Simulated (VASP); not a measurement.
# NiMoIrPdW (P-3m1) in VASP: settings compared

NiMoIrPdW is run at these levels: optB88-vdW, vdW-DF-cx, RPBE, revPBE; tasks: relaxation of cell and atoms.

Program: VASP 6.6.1. These are calculated values, not measurements. Logs are shortened: lines on timing, memory, paths and dates and some standing lists are left out, and cuts for length are marked.

### Step 1. The cell of the first run

It takes space group P-3m1 (No. 164, trigonal). The conventional cell has a = 2.771 Å, b = 2.771 Å, c = 22.020 Å, α = 90.00°, β = 90.00°, γ = 120.00°. Within 3.4 Å of Ni (site symmetry 3m) lie 3 Mo at 2.55 Å and 3 Pd at 2.65 Å and 6 Ni at 2.77 Å. Within 3.4 Å of Mo (site symmetry 3m) lie 3 Ni at 2.55 Å and 3 Ir at 2.76 Å and 6 Mo at 2.77 Å. Within 3.5 Å of Pd (site symmetry 3m) lie 3 Ni at 2.65 Å and 9 Pd at 2.77 to 2.84 Å. Within 3.6 Å of Ir (site symmetry 3m) lie 3 Mo at 2.76 Å and 3 W at 2.77 Å and 6 Ir at 2.77 Å. Within 3.6 Å of W (site symmetry 3m) lie 3 Ir at 2.77 Å and 9 W at 2.77 to 2.93 Å.

### Step 2. Relaxation of cell and atoms, optB88-vdW, collinear spin, ferromagnetic start

INCAR

```
SYSTEM = NiMoIrPdW
AGGAC = 0.0
ALGO = Normal
EDIFF = 1E-6
EDIFFG = -0.01
ENCUT = 600
GGA = BO
IBRION = 2
ISIF = 3
ISMEAR = -1
ISPIN = 2
KPAR = 4
LASPH = .True.
LCHARG = .False.
LMAXMIX = 4
LORBIT = 11
LREAL = .False.
LUSE_VDW = .True.
LWAVE = .False.
MAGMOM = 1 1 1 1 0 0 0.6 0.6 0 0
NELM = 150
NSW = 60
PARAM1 = 0.1833333333
PARAM2 = 0.22
PREC = Accurate
SIGMA = 0.05
```

KPOINTS

```
k-points
0
Gamma
  11 11 2
  0 0 0
```

POSCAR

```
NiMoIrPdW
1.0
    2.7708100000      0.0000000000      0.0000000000
   -1.3854000000      2.3995900000      0.0000000000
    0.0000000000      0.0000000000     22.0199100000
Ni Mo Pd Ir W
2 2 2 2 2
Direct
    0.3333300000      0.6666700000      0.8508100000
    0.6666700000      0.3333300000      0.1491900000
    0.6666700000      0.3333300000      0.7605900000
    0.3333300000      0.6666700000      0.2394100000
    0.3333300000      0.6666700000      0.0532900000
    0.6666700000      0.3333300000      0.9467100000
    0.3333300000      0.6666700000      0.6582600000
    0.6666700000      0.3333300000      0.3417400000
    0.3333300000      0.6666700000      0.4441800000
    0.6666700000      0.3333300000      0.5558200000
```

Potentials or basis: VASP PAW PBE potentials, release 64 (Ni, Mo_sv, Pd, Ir, W_sv).

Command:

```
> cat potpaw_PBE.64/Ni/POTCAR potpaw_PBE.64/Mo_sv/POTCAR potpaw_PBE.64/Pd/POTCAR potpaw_PBE.64/Ir/POTCAR potpaw_PBE.64/W_sv/POTCAR > POTCAR
> mpirun -np 4 vasp_std > vasp.out
```

OUTCAR:

```text
SYSTEM = NiMoIrPdW
   EDIFF = 1E-6
   EDIFFG = -0.01
   ENCUT = 600
   GGA = BO
   IBRION = 2
   ISIF = 3
   ISMEAR = -1
   ISPIN = 2
   LASPH = .True.
   LORBIT = 11
   LREAL = .False.
   NELM = 150
   NSW = 60
   PREC = Accurate

 ion  position               nearest neighbor table
   1  0.333  0.667  0.851-   3 2.55   3 2.55   3 2.55   6 2.65   6 2.65   6 2.65
   2  0.667  0.333  0.149-   4 2.55   4 2.55   4 2.55   5 2.65   5 2.65   5 2.65
   3  0.667  0.333  0.761-   1 2.55   1 2.55   1 2.55   7 2.76   7 2.76   7 2.76
   4  0.333  0.667  0.239-   2 2.55   2 2.55   2 2.55   8 2.76   8 2.76   8 2.76
   5  0.333  0.667  0.053-   2 2.65   2 2.65   2 2.65   6 2.84   6 2.84   6 2.84
   6  0.667  0.333  0.947-   1 2.65   1 2.65   1 2.65   5 2.84   5 2.84   5 2.84
   7  0.333  0.667  0.658-   3 2.76   3 2.76   3 2.76  10 2.77  10 2.77  10 2.77
   8  0.667  0.333  0.342-   4 2.76   4 2.76   4 2.76   9 2.77   9 2.77   9 2.77
   9  0.333  0.667  0.444-   8 2.77   8 2.77   8 2.77  10 2.93  10 2.93  10 2.93
  10  0.667  0.333  0.556-   7 2.77   7 2.77   7 2.77   9 2.93   9 2.93   9 2.93

  LATTYP: Found a hexagonal cell.
 ALAT       =     2.7708100000
 C/A-ratio  =     7.9471021109

  Lattice vectors:

 A1 = (   2.7708100000,   0.0000000000,   0.0000000000)
 A2 = (  -1.3854000000,   2.3995900000,   0.0000000000)
 A3 = (   0.0000000000,   0.0000000000,  22.0199100000)

Analysis of symmetry for initial positions (statically):
=====================================================================
 Subroutine PRICEL returns:
 Original cell was already a primitive cell.

 Routine SETGRP: Setting up the symmetry group for a
 hexagonal supercell.

 Subroutine GETGRP returns: Found  4 space group operations
 (whereof  4 operations were pure point group operations)
 out of a pool of 24 trial point group operations.

The static configuration has the point symmetry C_2h.

Analysis of symmetry for dynamics (positions and initial velocities):
=====================================================================
 Subroutine PRICEL returns:
 Original cell was already a primitive cell.

 Routine SETGRP: Setting up the symmetry group for a
 hexagonal supercell.

 Subroutine GETGRP returns: Found  4 space group operations
 (whereof  4 operations were pure point group operations)
 out of a pool of 24 trial point group operations.

The dynamic configuration has the point symmetry C_2h.

Analysis of structural, dynamic, and magnetic symmetry:
=====================================================================
 Subroutine PRICEL returns:
 Original cell was already a primitive cell.

[... 160 lines left out ...]
 maximum number of plane-waves:      4970
 NGX is ok and might be reduce to    24
   NGX = 11   NGY = 11   NGZ = 87

--------------------------------------- Ionic step        1  -------------------------------------------

 number of electron     113.9999998 magnetization      -0.0141127

 number of electron     113.9999998 magnetization       0.0017449

 Free energy of the ion-electron system (eV)
  ---------------------------------------------------
  ext. energy  EPLUGINS =         0.00000000
  ---------------------------------------------------
  free energy    TOTEN  =       -57.11846755 eV

  energy without entropy =      -57.02874050  energy(sigma->0) =      -57.07360402

------------------------ aborting loop because EDIFF is reached ----------------------------------------

  FORCE on cell =-STRESS in cart. coord.  units (eV):
  Direction    XX          YY          ZZ          XY          YZ          ZX
  --------------------------------------------------------------------------------------
  -------------------------------------------------------------------------------------
  Total        1.1097302      1.1100013     -0.3020721      0.0002385     -0.0000969      0.0001677
  in kB       12.1441928     12.1471592     -3.3056885      0.0026105     -0.0010599      0.0018354
  external PRESSURE =       6.9952212 kB  Pullay stress =       0.0000000 kB
[... 33 lines left out ...]
--------------------------------------- Ionic step        2  -------------------------------------------

 number of electron     114.0000005 magnetization       0.0003733

 E-fermi :   9.9569     XC(G=0): -13.2581

 val. band max:        9.9268651168   @ k =  -0.3636   0.3636   0.5000
 cond. band min:       9.9645704349   @ k =   0.4545   0.0000   0.0000
 fundamental gap:      0.0377053181
 Fermi energy:         9.9568635689

 spin component 1

 k-point     1 :       0.0000    0.0000    0.0000
  band No.  band energies     occupation
      1     -63.9161      1.00000
      2     -63.8796      1.00000
      3     -51.0530      1.00000
      4     -51.0530      1.00000
      5     -28.4500      1.00000
      6     -27.9927      1.00000
[... 3449 lines left out ...]
     68      13.5292      0.00000
     69      14.1685      0.00000

 [... further k-points ...]

 [bands above 69 left out]

------------------------ aborting loop because EDIFF is reached ----------------------------------------

  FORCE on cell =-STRESS in cart. coord.  units (eV):
  Direction    XX          YY          ZZ          XY          YZ          ZX
  --------------------------------------------------------------------------------------
  -------------------------------------------------------------------------------------
  Total       -1.5505294     -1.5505269     -1.4425667     -0.0000032      0.0000191     -0.0000331
  in kB      -16.8122696    -16.8122423    -15.6416386     -0.0000344      0.0002067     -0.0003588
  external PRESSURE =     -16.4220501 kB  Pullay stress =       0.0000000 kB
[... 75 lines left out ...]
  energy  without entropy=      -57.0311123872  energy(sigma->0) =      -57.07619694

Total vdW correction in eV:     16.5421153

[... ionic steps 4 to 19 ...]

--------------------------------------- Ionic step       20  -------------------------------------------

 number of electron     113.9999993 magnetization       0.0000000

------------------------ aborting loop because EDIFF is reached ----------------------------------------
[... 87 lines left out ...]
--------------------------------------- Ionic step       22  -------------------------------------------

 number of electron     113.9999994 magnetization       0.0000000

 Free energy of the ion-electron system (eV)
  ---------------------------------------------------
  ext. energy  EPLUGINS =         0.00000000
  ---------------------------------------------------
  free energy    TOTEN  =       -57.12420364 eV

  energy without entropy =      -57.03472387  energy(sigma->0) =      -57.07946375

 E-fermi :  10.0762     XC(G=0): -13.3031

 val. band max:       10.0479326559   @ k =   0.3636   0.0000   0.5000
 cond. band min:      10.0768161384   @ k =  -0.4545   0.4545   0.0000
 fundamental gap:      0.0288834825
 Fermi energy:        10.0761992685

 spin component 1

 k-point     1 :       0.0000    0.0000    0.0000
  band No.  band energies     occupation
      1     -63.7944      1.00000
      2     -63.7581      1.00000
      3     -50.9333      1.00000
      4     -50.9333      1.00000
      5     -28.3331      1.00000
      6     -27.8757      1.00000
[... 1569 lines left out ...]
     64      12.1553      0.00000
     65      12.3932      0.00000
```

OSZICAR:

```text
N       E                     dE             d eps       ncg     rms          rms(c)
DAV:   1     0.167134499456E+04    0.16713E+04   -0.61944E+04 20584   0.205E+03
DAV:   2     0.100540834418E+03   -0.15708E+04   -0.15167E+04 20586   0.614E+02
DAV:   3    -0.526980277744E+02   -0.15324E+03   -0.13623E+03 22560   0.196E+02
DAV:   4    -0.632450725089E+02   -0.10547E+02   -0.99764E+01 27170   0.457E+01
[... 268 lines left out ...]
DAV:   4    -0.571244043056E+02    0.23853E-03   -0.20273E-03 30738   0.226E-01    0.172E-01
DAV:   5    -0.571242055145E+02    0.19879E-03   -0.44772E-04 27632   0.228E-01    0.165E-02
DAV:   6    -0.571242064047E+02   -0.89023E-06   -0.36598E-05 27038   0.370E-02    0.160E-02
DAV:   7    -0.571242035269E+02    0.28779E-05   -0.80707E-06 24836   0.197E-02    0.129E-02
DAV:   8    -0.571242036374E+02   -0.11055E-06   -0.24975E-06 15192   0.956E-03
  22 F= -.57124204E+02 E0= -.57079464E+02  d E =-.220536E-04  mag=     0.0000
```

CONTCAR:

```text
NiMoIrPdW
   1.00000000000000
     2.7790776480682324   -0.0000057332672568    0.0000014347791581
    -1.3895387742661107    2.4067470929754515   -0.0000014347763306
     0.0000115182214725   -0.0000066500511989   21.9244353648289092
  Ni              Mo              Pd              Ir              W
     2     2     2     2     2
Direct
     0.3333337066970645    0.6666662933029532    0.8516128818610788
     0.6666662933029354    0.3333337066970465    0.1483871181389213
     0.6666658476370932    0.3333341523628774    0.7614847597449619
     0.3333341523629068    0.6666658476371227    0.2385152402550383
     0.3333330196719939    0.6666669803280145    0.0531515535163538
     0.6666669803280062    0.3333330196719856    0.9468484464836464
     0.3333350948761047    0.6666649051239283    0.6588245220486835
     0.6666649051238952    0.3333350948760718    0.3411754779513169
     0.3333322411491451    0.6666677588508719    0.4439415953244543
     0.6666677588508549    0.3333322411491283    0.5560584046755453

  0.00000000E+00  0.00000000E+00  0.00000000E+00
  0.00000000E+00  0.00000000E+00  0.00000000E+00
  0.00000000E+00  0.00000000E+00  0.00000000E+00
  0.00000000E+00  0.00000000E+00  0.00000000E+00
  0.00000000E+00  0.00000000E+00  0.00000000E+00
  0.00000000E+00  0.00000000E+00  0.00000000E+00
  0.00000000E+00  0.00000000E+00  0.00000000E+00
  0.00000000E+00  0.00000000E+00  0.00000000E+00
  0.00000000E+00  0.00000000E+00  0.00000000E+00
  0.00000000E+00  0.00000000E+00  0.00000000E+00
```

Wall time 2.7 h (4 MPI ranks of Intel Xeon Platinum 8488C (Sapphire Rapids), shared host); peak memory 1.9 GiB.

Results:

```yaml
Free_energy: -57.1242 eV
Relaxed_volume: 14.66 Å³/atom
Relaxed_cell: a = 2.779 Å, b = 2.779 Å, c = 21.924 Å, α = 90.00°, β = 90.00°, γ = 120.00°
Space_group_after_relaxing_to_0.1_Å: P-3m1 (No. 164)
Energy_gained_by_relaxing: 0.6 meV/atom
Ionic_steps: 22
Pressure_after_relaxing: 0.1 GPa
Largest_force_after_relaxing: 0.004 eV/Å
Band_gap_on_the_k_mesh: zero (filled and empty bands overlap)
Net_moment: 0.00 μB per cell
Valence_electrons_inside_the_program's_atomic_spheres: Ni 9.26; Mo 12.53; Pd 9.43; Ir 8.41; W 12.09
```

Forces in eV/Å, atoms in the order of the input:
```
Ni   0.000  0.000  0.004
Ni   0.000  0.000 -0.004
Mo   0.000  0.000 -0.003
Mo   0.000  0.000  0.003
Pd   0.000  0.000 -0.001
Pd   0.000  0.000  0.001
Ir   0.000  0.000 -0.002
Ir   0.000  0.000  0.002
W    0.000  0.000  0.001
W    0.000  0.000 -0.001
```

Step by step:
```
step  energy change (eV)  largest force (eV/Å)  pressure (GPa)  volume (Å³)
   1              0.0000                0.0542            0.70       146.41
   2              0.0012                0.0480           -1.64       147.76
   3             -0.0028                0.0438           -0.49       147.01
   4             -0.0037                0.0647            0.21       146.67
   5             -0.0041                0.0566           -0.04       146.80
   6             -0.0045                0.0369            0.09       146.72
   7             -0.0047                0.0343            0.25       146.60
   8             -0.0049                0.0342            0.31       146.65
   9             -0.0051                0.0313           -0.14       146.80
  10             -0.0053                0.0313           -0.16       146.78
  11             -0.0056                0.0304           -0.11       146.73
  12             -0.0053                0.0276            0.04       146.62
  13             -0.0056                0.0291           -0.04       146.69
  14             -0.0057                0.0194            0.03       146.64
  15             -0.0057                0.0120           -0.05       146.61
  16             -0.0056                0.0087            0.20       146.53
  17             -0.0057                0.0049            0.14       146.58
  18             -0.0057                0.0079            0.14       146.59
  19             -0.0057                0.0095            0.13       146.60
  20             -0.0057                0.0105            0.11       146.60
  21             -0.0057                0.0112            0.11       146.61
  22             -0.0057                0.0038            0.10       146.64
```

Final structure:
```cif
data_structure
_symmetry_space_group_name_H-M 'P 1'
_symmetry_Int_Tables_number 1
_cell_length_a 2.7791
_cell_length_b 2.7791
_cell_length_c 21.9244
_cell_angle_alpha 90.000
_cell_angle_beta 90.000
_cell_angle_gamma 120.000
_cell_volume 146.64
loop_
_atom_site_label
_atom_site_type_symbol
_atom_site_fract_x
_atom_site_fract_y
_atom_site_fract_z
_atom_site_occupancy
Ni1 Ni 0.33333 0.66667 0.85161 1
Ni2 Ni 0.66667 0.33333 0.14839 1
Mo1 Mo 0.66667 0.33333 0.76148 1
Mo2 Mo 0.33333 0.66667 0.23852 1
Pd1 Pd 0.33333 0.66667 0.05315 1
Pd2 Pd 0.66667 0.33333 0.94685 1
Ir1 Ir 0.33334 0.66667 0.65882 1
Ir2 Ir 0.66666 0.33333 0.34118 1
W1 W 0.33333 0.66667 0.44394 1
W2 W 0.66667 0.33333 0.55606 1
```

Caveat: the PAW data sets were made with another functional, which shifts forces and pressure a little; spin-orbit coupling is left out, which moves the levels of the heavy elements.

### Step 3. Relaxation of cell and atoms, vdW-DF-cx, collinear spin, ferromagnetic start

Changes to INCAR since step 2:

```diff
@@ -6,3 +6,3 @@
 ENCUT = 600
-GGA = BO
+GGA = CX
 IBRION = 2
@@ -22,4 +22,2 @@
 NSW = 60
-PARAM1 = 0.1833333333
-PARAM2 = 0.22
 PREC = Accurate
```

KPOINTS is that of step 2.

POSCAR is that of step 2.

Potentials or basis: VASP PAW PBE potentials, release 64 (Ni, Mo_sv, Pd, Ir, W_sv).

Command:

```
> cat potpaw_PBE.64/Ni/POTCAR potpaw_PBE.64/Mo_sv/POTCAR potpaw_PBE.64/Pd/POTCAR potpaw_PBE.64/Ir/POTCAR potpaw_PBE.64/W_sv/POTCAR > POTCAR
> mpirun -np 4 vasp_std > vasp.out
```

It took 3.2 h on 4 MPI ranks of Intel Xeon Platinum 8488C (Sapphire Rapids), shared host; peak memory 2 GiB.

It converged, with:

* Free energy: -62.6425 eV
* Relaxed volume: 14.22 Å³/atom
* Relaxed cell: a = 2.749 Å, b = 2.749 Å, c = 21.730 Å, α = 90.00°, β = 90.00°, γ = 120.00°
* Space group after relaxing (to 0.1 Å): P-3m1 (No. 164)
* Energy gained by relaxing: 9.6 meV/atom
* Ionic steps: 20
* Pressure after relaxing: 0.0 GPa
* Largest force after relaxing: 0.004 eV/Å
* Band gap on the k mesh: zero (filled and empty bands overlap)
* Net moment: 0.00 μB per cell
* Valence electrons inside the program's atomic spheres: Ni 9.28; Mo 12.58; Pd 9.48; Ir 8.48; W 12.14

Forces in eV/Å, atoms in the order of the input:
```
Ni   0.000  0.000 -0.004
Ni   0.000  0.000  0.004
Mo   0.000  0.000  0.003
Mo   0.000  0.000 -0.003
Pd   0.000  0.000  0.003
Pd   0.000  0.000 -0.003
Ir   0.000  0.000  0.002
Ir   0.000  0.000 -0.002
W    0.000  0.000 -0.002
W    0.000  0.000  0.002
```

The path:
```csv
step,energy change (eV),largest force (eV/Å),pressure (GPa),volume (Å³)
1,0.0000,0.1074,-6.91,146.41
2,0.4843,0.4816,21.36,133.42
3,-0.0881,0.1428,-0.15,142.61
4,-0.0882,0.1449,-0.02,142.53
5,-0.0882,0.1469,0.13,142.45
6,-0.0902,0.0916,0.10,142.42
7,-0.0909,0.1097,0.10,142.39
8,-0.0925,0.0828,-0.17,142.50
9,-0.0935,0.0464,-0.61,142.67
10,-0.0943,0.0556,-0.33,142.49
11,-0.0947,0.0683,0.10,142.24
12,-0.0950,0.0613,0.12,142.24
13,-0.0954,0.0394,0.11,142.23
14,-0.0950,0.0544,0.09,142.22
15,-0.0955,0.0268,0.12,142.23
16,-0.0956,0.0196,-0.10,142.34
17,-0.0956,0.0197,-0.25,142.34
18,-0.0956,0.0217,-0.11,142.30
19,-0.0956,0.0106,-0.03,142.27
20,-0.0956,0.0042,0.03,142.25
```

Final structure:
```
Ni Mo Pd Ir W
1.0
     2.74938    0.00000    0.00000
    -1.37469    2.38103    0.00000
     0.00001   -0.00001   21.72958
Ni Mo Pd Ir W
2 2 2 2 2
Cartesian
  0.0000 1.5873 18.5231
  1.3747 0.7937 3.2064
  1.3747 0.7937 16.5540
  0.0000 1.5873 5.1755
  0.0000 1.5873 1.1441
  1.3747 0.7937 20.5855
  0.0000 1.5873 14.3224
  1.3747 0.7937 7.4071
  0.0000 1.5873 9.6449
  1.3747 0.7937 12.0846
```

Levels at points of the mesh, in eV from the Fermi level:
Spin up:
| k point | band 55 | band 56 | band 57 | band 58 | band 59 | band 60 |
| --- | --- | --- | --- | --- | --- | --- |
| (0.00, 0.00, 0.00) | -0.92 | -0.57 | -0.57 | -0.53 | -0.21 | -0.21 |
| (0.00, 0.00, 0.50) | -0.96 | -0.96 | -0.50 | -0.50 | -0.28 | -0.28 |
Spin down:
```csv
k point,band 53,band 54,band 55,band 56,band 57,band 58,band 59,band 60,band 61,band 62
"(0.00, 0.00, 0.00)",-1.42,-0.92,-0.92,-0.57,-0.57,-0.53,-0.21,-0.21,-0.15,-0.15
"(0.00, 0.00, 0.50)",-1.29,-0.97,-0.96,-0.96,-0.50,-0.50,-0.28,-0.28,-0.12,-0.12
```

Caveat: the PAW data sets were made with another functional, which shifts forces and pressure a little; spin-orbit coupling is left out, which moves the levels of the heavy elements.

[end of part 1 of 2]
